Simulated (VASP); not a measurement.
## SiO2: single point with LDA

The system is SiO2.

```
Si O
1.0
     4.07078    0.00000    0.00000
     0.00000    4.07078    0.00000
     0.00000    0.00000    3.12758
Si O
2 4
Cartesian
  2.0354 2.0354 1.5638
  0.0000 0.0000 0.0000
  2.8269 2.8269 0.0000
  0.7915 3.2793 1.5638
  1.2439 1.2439 0.0000
  3.2793 0.7915 1.5638
```

This cell differs from its parent crystal: volume 8.638 Å^3 an atom, c/a of the conventional cell 0.7683.

```
Program             : VASP 6.6.1
Task                : single point
Functional          : LDA
Potentials or basis : VASP PAW LDA potentials, release 64 (Si, O)
Cutoff              : 520 eV
k mesh              : 6 × 6 × 10
Occupations         : gaussian, width 0.05 eV
Spin                : no spin polarisation
```

* Pressure: -30.6 GPa
* Largest force: 0.849 eV/Å
* Band gap on the k mesh: 3.20 eV, direct

Forces in eV/Å, atoms in the order of the input:
```
Si   0.000  0.000  0.000
Si   0.000  0.000  0.000
O    0.600  0.600  0.000
O    0.600 -0.600  0.000
O   -0.600 -0.600  0.000
O   -0.600  0.600  0.000
```

Stress tensor (GPa, compression positive):
```
-12.05   0.00   0.00
  0.00 -12.05   0.00
  0.00   0.00 -67.85
```

Levels at points of the mesh, in eV from the valence-band top:
| k point | band 14 | band 15 | band 16 | band 17 | band 18 | band 19 |
| --- | --- | --- | --- | --- | --- | --- |
| (0.00, 0.00, 0.00) | -0.48 | -0.48 | 0.00 | 3.20 | 4.24 | 5.61 |
| (0.50, 0.00, 0.00) | -2.44 | -0.70 | -0.70 | 5.44 | 5.44 | 6.55 |
| (0.50, 0.50, 0.00) | -2.83 | -1.14 | -1.14 | 5.08 | 5.08 | 7.79 |
| (0.00, 0.00, 0.50) | -2.83 | -1.86 | -1.86 | 7.69 | 7.69 | 10.37 |
| (0.50, 0.00, 0.50) | -1.42 | -1.09 | -1.09 | 7.76 | 7.76 | 10.08 |
| (0.50, 0.50, 0.50) | -0.86 | -0.85 | -0.85 | 6.17 | 6.17 | 10.52 |

It took 30 s on 1 thread of AMD EPYC 9R45 96-Core Processor (Zen 5), with other jobs on the host, peak memory 0.14 GiB.
